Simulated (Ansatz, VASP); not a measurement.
Two plane-wave programs on Ga

```
Ga
1.0
     3.00404    0.00000    0.00000
    -1.50202    2.60158    0.00000
     0.00000    0.00000    9.82793
Ga
4
Direct
  0.00000 0.00000 0.00000
  0.33333 0.66667 0.25000
  0.00000 0.00000 0.50000
  0.66667 0.33333 0.75000
```

Alike in both runs: task single point; functional PBE; dispersion D3(BJ); k mesh 6 × 6 × 2; occupations gaussian, width 0.1 eV; no spin polarisation.

|  | VASP | Ansatz |
| --- | --- | --- |
| version | VASP 6.6.1 | Ansatz 0.2.0 |
| potentials or method | VASP PAW PBE potentials, release 64 (Ga_d), cutoff 520 eV | scalar-relativistic, plane waves, PAW |
| valence electrons in the cell | 52 | 52 |

```csv
,VASP,Ansatz,Ansatz less VASP
gap on the k mesh at the Fermi level (eV),none,none,-
pressure (GPa),-3.7,-3.7,-0.04
"traceless stress, the component that is largest in VASP (GPa)",1.90,1.90,-0.003
```

A gap of «none» marks a metal or a gap that the smearing closes.

The k mesh is coarse, so the values compare programs but aren't converged.
